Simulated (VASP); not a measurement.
# WSe2 (P-6m2) in VASP: further runs, part 2 of 2

VASP 6.6.1. Earlier steps stand in the parts before.

## Step 5: Single point, PBE+D3(BJ)

This run uses another cell than the first one, of the same volume but with other edges.

INCAR reads:

```
  ALGO = Normal
  EDIFF = 1E-6
  ENCUT = 520
  GGA = PE
  ISIF = 2
  ISMEAR = 0
  IVDW = 12
  LASPH = T
  LCHARG = F
  LREAL = F
  LWAVE = F
  NBANDS = 20
  NELM = 60
  PREC = Accurate
  SIGMA = 0.05
```

KPOINTS reads:

```
k-points
0
Gamma
  9 9 4
```

POSCAR reads:

```
WSe2
1.0
    3.1480727436      0.0000000000      0.0000000000
   -1.5740363718      2.7263109689      0.0000000000
    0.0000000000      0.0000000000      7.6003920249
W Se
1 2
Direct
    0.0000000000      0.0000000000      0.0000000000
    0.3333333333      0.6666666667      0.2643480231
    0.3333333333      0.6666666667      0.7356519769
```

Potentials or basis: VASP PAW PBE potentials, release 64 (W_sv, Se).

Run with:

```bash
$ cat potpaw_PBE.64/W_sv/POTCAR potpaw_PBE.64/Se/POTCAR > POTCAR
$ mpirun -np 1 vasp_std > vasp.out
```

OUTCAR:

```text
EDIFF = 1E-6
   ENCUT = 520
   GGA = PE
   ISIF = 2
   ISMEAR = 0
   IVDW = 12
   LASPH = T
   LREAL = F
   NELM = 60
   PREC = Accurate
 IVDW          = 12

 ion  position               nearest neighbor table
   1  0.000  0.000  0.000-   2 2.71   3 2.71   2 2.71   3 2.71   2 2.71   3 2.71
   2  0.333  0.667  0.264-   1 2.71   1 2.71   1 2.71
   3  0.333  0.667  0.736-   1 2.71   1 2.71   1 2.71

  LATTYP: Found a hexagonal cell.
 ALAT       =     3.1480727436
 C/A-ratio  =     2.4143000000

  Lattice vectors:

 A1 = (   3.1480727436,   0.0000000000,   0.0000000000)
 A2 = (  -1.5740363718,   2.7263109689,   0.0000000000)
 A3 = (   0.0000000000,   0.0000000000,   7.6003920249)

Analysis of symmetry for initial positions (statically):
=====================================================================
 Subroutine PRICEL returns:
 Original cell was already a primitive cell.

 Routine SETGRP: Setting up the symmetry group for a
 hexagonal supercell.

 Subroutine GETGRP returns: Found 12 space group operations
 (whereof 12 operations were pure point group operations)
 out of a pool of 24 trial point group operations.

The static configuration has the point symmetry D_3h.

Analysis of symmetry for dynamics (positions and initial velocities):
=====================================================================
 Subroutine PRICEL returns:
 Original cell was already a primitive cell.

 Routine SETGRP: Setting up the symmetry group for a
 hexagonal supercell.

 Subroutine GETGRP returns: Found 12 space group operations
 (whereof 12 operations were pure point group operations)
 out of a pool of 24 trial point group operations.

The dynamic configuration has the point symmetry D_3h.

 Subroutine INISYM returns: Found 12 space group operations
 (whereof 12 operations are pure point group operations),
 and found     1 'primitive' translations

----------------------------------------------------------------------------------------

                                     Primitive cell

  volume of cell :      65.2313

  direct lattice vectors                    reciprocal lattice vectors
     3.148072744  0.000000000  0.000000000     0.317654667  0.183398008  0.000000000
    -1.574036372  2.726310969  0.000000000     0.000000000  0.366796015  0.000000000
     0.000000000  0.000000000  7.600392025     0.000000000  0.000000000  0.131572161

  length of vectors
     3.148072744  3.148072744  7.600392025     0.366796015  0.366796015  0.131572161

  position of ions in fractional coordinates (direct lattice)
     0.000000000  0.000000000  0.000000000
     0.333333333  0.666666667  0.264348023
     0.333333333  0.666666667  0.735651977

  ion indices of the primitive-cell ions
   primitive index   ion index
                 1           1
                 2           2
                 3           3

----------------------------------------------------------------------------------------

 KPOINTS: k-points

Automatic generation of k-mesh.
 Grid dimensions read from file:
 generate k-points for:    9    9    4

 Generating k-lattice:

  Cartesian coordinates                     Fractional coordinates (reciprocal lattice)
     0.035294963  0.020377556  0.000000000     0.111111111  0.000000000  0.000000000
     0.000000000  0.040755113  0.000000000     0.000000000  0.111111111  0.000000000
     0.000000000  0.000000000  0.032893040     0.000000000  0.000000000  0.250000000

  Length of vectors
     0.040755113  0.040755113  0.032893040

  Shift w.r.t. Gamma in fractional coordinates (k-lattice)
     0.000000000  0.000000000  0.000000000

 Subroutine IBZKPT returns following result:
 ===========================================

 Found     36 irreducible k-points:

 Following reciprocal coordinates:
            Coordinates               Weight
  0.000000  0.000000  0.000000      1.000000
  0.111111 -0.000000  0.000000      6.000000
  0.222222  0.000000  0.000000      6.000000
  0.333333  0.000000  0.000000      6.000000
  0.444444  0.000000  0.000000      6.000000
  0.111111  0.111111  0.000000      6.000000
[... 16 lines left out ...]
  0.333333  0.222222  0.250000     24.000000
  0.333333  0.333333  0.250000      4.000000
 [... further k-points ...]
   k-points           NKPTS =     36   k-points in BZ     NKDIM =     36   number of bands    NBANDS=     20
   number of dos      NEDOS =    301   number of ions     NIONS =      3
   total plane-waves  NPLWV =  34560
   dimension x,y,z NGX =    24 NGY =   24 NGZ =   60
   dimension x,y,z NGXF=    48 NGYF=   48 NGZF=  120
   ions per type =               1   2
   NGX,Y,Z   is equivalent  to a cutoff of  12.67, 12.67, 13.12 a.u.
   NGXF,Y,Z  is equivalent  to a cutoff of  25.35, 25.35, 26.25 a.u.
 SYSTEM =  unknown system
   PREC   = accura    normal or accurate (medium, high low for compatibility)
   ISTART =      0    job   : 0-new  1-cont  2-samecut
   ICHARG =      2    charge: 1-file 2-atom 10-const
   ISPIN  =      1    spin polarized calculation?
   LNONCOLLINEAR =      F non collinear calculations
   LSORBIT =      F    spin-orbit coupling
   LASPH  =      T    aspherical Exc in radial PAW
   ENCUT  =  520.0 eV  38.22 Ry    6.18 a.u.   5.85  5.85 14.13*2*pi/ulx,y,z
   NELM   =     60;   NELMIN=  2; NELMDL= -5     # of ELM steps
   EDIFF  = 0.1E-05   stopping-criterion for ELM
   LREAL  =      F    real-space projection
   EDIFFG = 0.1E-04   stopping-criterion for IOM
   NSW    =      0    number of steps for IOM
   IBRION =     -1    ionic relax: 0-MD 1-quasi-New 2-CG
   NFREE  =      0    steps in history (QN), initial steepest desc. (CG)
   ISIF   =      2    stress and relaxation
   ISYM   =      2    0-nonsym 1-usesym 2-fastsym
   POTIM  = 0.5000    time-step for ionic-motion
   TEBEG  =    0.0;   TEEND  =   0.0 temperature during run
   PSTRESS=    0.0 pullay stress
   NELECT =      26.0000    total number of electrons
   NUPDOWN=      -1.0000    fix difference up-down
   EMIN   =  10.00;   EMAX   =-10.00  energy-range for DOS
   EFERMI =   0.00;   METHOD = LEGACY
   ISMEAR =     0;   SIGMA  =   0.05  broadening in eV -4-tet -1-fermi 0-gaus
   EFERMI_NEDOS =   21; number of points for ismear=-14 and -15
   IALGO  =     38    algorithm
   IMIX   =      4    mixing-type and parameters
     AMIX     =   0.40;   BMIX     =  1.00
     AMIX_MAG =   1.60;   BMIX_MAG =  1.00
  volume/ion in A,a.u.               =      21.74       146.73
  Fermi-wavevector in a.u.,A,eV,Ry     =   1.204797  2.276736 19.749346  1.451536
  Thomas-Fermi vector in A             =   2.340512
   LORBIT       =      0    0 simple, 1 ext, 2 COOP (PROOUT), +10 PAW based schemes
   GGA     = PE    functional components
   LHFCALC =     F    Hartree Fock is set to
   AEXX    =    0.0000 exact exchange contribution
   IVDW    =    12    specifies the selected vdW correction
   LEPSILON=     F    determine dielectric tensor
   LRPA    =     F    only Hartree local field effects (RPA)
 non-spin polarized calculation
 Gauss-broadening in eV      SIGMA  =   0.05
  energy-cutoff  :      520.00
  volume of cell :       65.23
 maximum number of plane-waves:      1770
 NGX is ok and might be reduce to    24

 number of electron      25.9999996 magnetization

 Free energy of the ion-electron system (eV)
  ---------------------------------------------------
  ext. energy  EPLUGINS =         0.00000000
  ---------------------------------------------------
  free energy    TOTEN  =       -20.39207295 eV

  energy without entropy =      -20.39186302  energy(sigma->0) =      -20.39196798

 E-fermi :   5.6468     XC(G=0): -10.4173

 val. band max:        5.5879200892   @ k =   0.0000   0.0000   0.0000
 cond. band min:       5.7219019887   @ k =   0.2222   0.1111   0.0000
 fundamental gap:      0.1339818995
 Fermi energy:         5.6468356610

 k-point     1 :       0.0000    0.0000    0.0000
  band No.  band energies     occupation
      1     -68.8625      2.00000
      2     -33.1280      2.00000
      3     -32.7838      2.00000
      4     -32.7838      2.00000
      5      -9.3344      2.00000
      6      -8.5668      2.00000
[... 12 lines left out ...]
     19      13.5742      0.00000
[... 513 lines left out ...]
      4     -33.0058      2.00000
      5      -6.6503      2.00000
      6      -6.4680      2.00000
[... 12 lines left out ...]
     19      12.0483      0.00000
     20      13.5278      0.00000

 [... further k-points ...]

------------------------ aborting loop because EDIFF is reached ----------------------------------------

 Edisp (eV)   -1.29347

 E8    (eV) :    -0.5766

  FORCE on cell =-STRESS in cart. coord.  units (eV):
  Direction    XX          YY          ZZ          XY          YZ          ZX
  --------------------------------------------------------------------------------------
  -------------------------------------------------------------------------------------
  Total      -0.17458    -0.17458   -13.24857     0.00000    -0.00000     0.00000
  in kB      -4.28796    -4.28796  -325.40441     0.00000    -0.00000     0.00000
  external pressure =     -111.33 kB  Pullay stress =        0.00 kB

 VOLUME and BASIS-vectors are now :
 -----------------------------------------------------------------------------
  energy-cutoff  :      520.00
  volume of cell :       65.23
      direct lattice vectors                 reciprocal lattice vectors
     3.148072744  0.000000000  0.000000000     0.317654667  0.183398008  0.000000000
    -1.574036372  2.726310969  0.000000000     0.000000000  0.366796015  0.000000000
     0.000000000  0.000000000  7.600392025     0.000000000  0.000000000  0.131572161

 POSITION                                       TOTAL-FORCE (eV/Angst)
 -----------------------------------------------------------------------------------
      0.00000      0.00000      0.00000         0.000000      0.000000      0.000000
     -0.00000      1.81754      2.00915        -0.000000      0.000000     -3.240205
     -0.00000      1.81754      5.59124        -0.000000      0.000000      3.240205
 -----------------------------------------------------------------------------------
    total drift:                                0.000000     -0.000000      0.000000

  FREE ENERGIE OF THE ION-ELECTRON SYSTEM (eV)
  ---------------------------------------------------
  free  energy   TOTEN  =       -21.6855477991 eV

  energy  without entropy=      -21.6853378672  energy(sigma->0) =      -21.68544283
```

OSZICAR:

```text
N       E                     dE             d eps       ncg     rms          rms(c)
DAV:   1     0.189673026512E+03    0.18967E+03   -0.12459E+04  1440   0.125E+03
DAV:   2    -0.120819347507E+02   -0.20175E+03   -0.19587E+03  1748   0.323E+02
DAV:   3    -0.213999965943E+02   -0.93181E+01   -0.91306E+01  1748   0.638E+01
DAV:   4    -0.215245643144E+02   -0.12457E+00   -0.12450E+00  1692   0.801E+00
DAV:   5    -0.215258361982E+02   -0.12719E-02   -0.12718E-02  1740   0.888E-01    0.164E+01
DAV:   6    -0.209613728155E+02    0.56446E+00   -0.96434E+00  1620   0.158E+01    0.561E+00
DAV:   7    -0.205843505869E+02    0.37702E+00   -0.56968E+00  1516   0.991E+00    0.450E+00
DAV:   8    -0.203925016660E+02    0.19185E+00   -0.83573E-01  1584   0.482E+00    0.829E-01
DAV:   9    -0.203927295512E+02   -0.22789E-03   -0.46022E-02  1688   0.118E+00    0.640E-01
DAV:  10    -0.203919284422E+02    0.80111E-03   -0.73309E-03  1588   0.625E-01    0.665E-02
DAV:  11    -0.203920391462E+02   -0.11070E-03   -0.44334E-04  1636   0.143E-01    0.795E-02
DAV:  12    -0.203920535418E+02   -0.14396E-04   -0.44561E-05  1576   0.347E-02    0.365E-02
DAV:  13    -0.203920720760E+02   -0.18534E-04   -0.32068E-05  1560   0.313E-02    0.759E-03
DAV:  14    -0.203920729508E+02   -0.87474E-06   -0.15351E-06  1560   0.686E-03
   1 F= -.21685548E+02 E0= -.21685443E+02  d E =-.209932E-03
```

Wall time 55 s (1 thread of Intel Xeon 8259CL, shared host); peak memory 0.21 GiB.

Results:

* Free energy: -21.6855 eV
* Pressure: -11.1 GPa
* Largest force: 3.240 eV/Å
* Band gap on the k mesh: 0.13 eV (least direct gap 0.72 eV)
* Dispersion energy per atom: -0.431 eV

Forces in eV/Å, atoms in the order of the input:
```
W    0.000  0.000  0.000
Se   0.000  0.000 -3.240
Se   0.000  0.000  3.240
```

Stress tensor (GPa, compression positive):
```
 -0.43   0.00   0.00
  0.00  -0.43   0.00
  0.00   0.00 -32.54
```

Caveat: the cell stands under tension; spin-orbit coupling is left out, which moves the levels of the heavy elements; an odd mesh through Γ misses points on the zone boundary, where band edges can lie; forces of over 1 eV/Å act on the atoms, so gaps and moduli don't describe the material at rest.

## Step 6: Single point, PBE+D3(BJ)

This run uses another cell than the first one, of the same volume but with other edges.

INCAR reads:

```
PREC = Accurate
ENCUT = 520
EDIFF = 1E-6
ISMEAR = 0
SIGMA = 0.05
LREAL = F
LASPH = T
NELM = 60
ALGO = Normal
ISIF = 2
LWAVE = F
LCHARG = T
GGA = PE
IVDW = 12
LELF = T
LVHAR = T
NBANDS = 20
```

KPOINTS reads:

```
Automatic mesh
0
Gamma
  9 9 4
```

POSCAR reads:

```
WSe2
1.0
    3.1480727436      0.0000000000      0.0000000000
   -1.5740363718      2.7263109689      0.0000000000
    0.0000000000      0.0000000000      7.6003920249
W Se
1 2
Direct
    0.0000000000      0.0000000000      0.0000000000
    0.3333333333      0.6666666667      0.2167576539
    0.3333333333      0.6666666667      0.7832423461
```

Potentials or basis: VASP PAW PBE potentials, release 64 (W_sv, Se).

Run with:

```bash
$ cat potpaw_PBE.64/W_sv/POTCAR potpaw_PBE.64/Se/POTCAR > POTCAR
$ mpirun -np 1 vasp_std > vasp.out
```

OUTCAR:

```text
PREC = Accurate
   ENCUT = 520
   EDIFF = 1E-6
   ISMEAR = 0
   LREAL = F
   LASPH = T
   NELM = 60
   ISIF = 2
   GGA = PE
   IVDW = 12
 IVDW          = 12

 ion  position               nearest neighbor table
   1  0.000  0.000  0.000-   2 2.45   3 2.45   2 2.45   3 2.45   2 2.45   3 2.45
   2  0.333  0.667  0.217-   1 2.45   1 2.45   1 2.45
   3  0.333  0.667  0.783-   1 2.45   1 2.45   1 2.45

  LATTYP: Found a hexagonal cell.
 ALAT       =     3.1480727436
 C/A-ratio  =     2.4143000000

[... 745 lines left out ...]

 Edisp (eV)   -1.31313

 E8    (eV) :    -0.5885

  FORCE on cell =-STRESS in cart. coord.  units (eV):
  Direction    XX          YY          ZZ          XY          YZ          ZX
  --------------------------------------------------------------------------------------
  -------------------------------------------------------------------------------------
  Total       6.37820     6.37820     5.62837     0.00000     0.00000     0.00000
  in kB     156.65795   156.65795   138.24095     0.00000     0.00000     0.00000
  external pressure =      150.52 kB  Pullay stress =        0.00 kB

 VOLUME and BASIS-vectors are now :
 -----------------------------------------------------------------------------
  energy-cutoff  :      520.00
  volume of cell :       65.23
      direct lattice vectors                 reciprocal lattice vectors
     3.148072744  0.000000000  0.000000000     0.317654667  0.183398008  0.000000000
    -1.574036372  2.726310969  0.000000000     0.000000000  0.366796015  0.000000000
     0.000000000  0.000000000  7.600392025     0.000000000  0.000000000  0.131572161

 POSITION                                       TOTAL-FORCE (eV/Angst)
 -----------------------------------------------------------------------------------
      0.00000      0.00000      0.00000         0.000000      0.000000      0.000000
     -0.00000      1.81754      1.64744        -0.000000      0.000000      1.967982
     -0.00000      1.81754      5.95295        -0.000000     -0.000000     -1.967982
 -----------------------------------------------------------------------------------
    total drift:                                0.000000     -0.000000     -0.000000

  FREE ENERGIE OF THE ION-ELECTRON SYSTEM (eV)
  ---------------------------------------------------
  free  energy   TOTEN  =       -22.4759842597 eV

  energy  without entropy=      -22.4759842597  energy(sigma->0) =      -22.47598426
```

OSZICAR:

```text
N       E                     dE             d eps       ncg     rms          rms(c)
DAV:   1     0.202610561289E+03    0.20261E+03   -0.12610E+04  1440   0.125E+03
DAV:   2    -0.123781244168E+02   -0.21499E+03   -0.20856E+03  1760   0.331E+02
DAV:   3    -0.218439196379E+02   -0.94658E+01   -0.93866E+01  1812   0.657E+01
DAV:   4    -0.219638593612E+02   -0.11994E+00   -0.11989E+00  1696   0.816E+00
DAV:   5    -0.219655052951E+02   -0.16459E-02   -0.16459E-02  1784   0.101E+00    0.260E+01
DAV:   6    -0.213307663931E+02    0.63474E+00   -0.25680E+00  1604   0.114E+01    0.102E+01
DAV:   7    -0.212025350201E+02    0.12823E+00   -0.90821E-01  1500   0.495E+00    0.432E+00
DAV:   8    -0.211622809913E+02    0.40254E-01   -0.19568E-01  1644   0.295E+00    0.667E-01
DAV:   9    -0.211624804882E+02   -0.19950E-03   -0.12251E-02  1692   0.667E-01    0.407E-01
DAV:  10    -0.211626836263E+02   -0.20314E-03   -0.19170E-03  1604   0.314E-01    0.935E-02
DAV:  11    -0.211627688863E+02   -0.85260E-04   -0.15555E-04  1616   0.928E-02    0.722E-02
DAV:  12    -0.211628542219E+02   -0.85336E-04   -0.13959E-04  1516   0.710E-02    0.189E-02
DAV:  13    -0.211628567173E+02   -0.24953E-05   -0.85577E-06  1804   0.211E-02    0.101E-02
DAV:  14    -0.211628577533E+02   -0.10361E-05   -0.20255E-06  1368   0.784E-03    0.185E-03
DAV:  15    -0.211628578694E+02   -0.11609E-06   -0.18304E-07  1080   0.275E-03
   1 F= -.22475984E+02 E0= -.22475984E+02  d E =-.321247E-18
```

Run time: 65 s. Hardware: 1 thread of Intel Xeon 8259CL, shared host; peak memory 0.21 GiB.

Results:

- Free energy: -22.4760 eV
- Pressure: 15.1 GPa
- Largest force: 1.968 eV/Å
- Band gap on the k mesh: 1.60 eV (least direct gap 2.07 eV)
- Dispersion energy per atom: -0.438 eV

Forces in eV/Å, atoms in the order of the input:
```
W    0.000  0.000  0.000
Se   0.000  0.000  1.968
Se   0.000  0.000 -1.968
```

Caveat: the cell stands under pressure; spin-orbit coupling is left out, which moves the levels of the heavy elements; an odd mesh through Γ misses points on the zone boundary, where band edges can lie; forces of over 1 eV/Å act on the atoms, so gaps and moduli don't describe the material at rest.

## Step 7: The runs side by side

```tsv
cell	gap on the mesh (eV)	pressure (GPa)	largest force (eV/Å)
a = 3.189, b = 3.189, c = 7.405 Å, angles 90.0, 90.0, 120.0°, 3 atoms, atomic positions A	1.14	26.3	4.90
a = 3.189, b = 3.189, c = 7.405 Å, angles 90.0, 90.0, 120.0°, 3 atoms, atomic positions B	1.38	6.6	0.64
a = 3.233, b = 3.233, c = 7.207 Å, angles 90.0, 90.0, 120.0°, 3 atoms, atomic positions C	1.19	-0.3	0.43
a = 3.148, b = 3.148, c = 7.600 Å, angles 90.0, 90.0, 120.0°, 3 atoms, atomic positions D	0.13	-11.1	3.24
a = 3.148, b = 3.148, c = 7.600 Å, angles 90.0, 90.0, 120.0°, 3 atoms, atomic positions E	1.60	15.1	1.97
```

Alike in all rows: task single point; level PBE+D3(BJ); potentials or basis VASP PAW PBE potentials, release 64 (W_sv, Se); no spin polarisation; k mesh 9 × 9 × 4; cutoff (eV) 520; smearing gaussian 0.05 eV.

Caveats: spin-orbit coupling is left out, which moves the levels of the heavy elements; an odd mesh through Γ misses points on the zone boundary, where band edges can lie; the cell stands under pressure (at least some runs); forces of over 1 eV/Å act on the atoms, so gaps and moduli don't describe the material at rest (at least some runs); the cell stands under tension (at least some runs).

Total energies depend on the potentials used, so only differences within one code and one set of settings carry meaning.
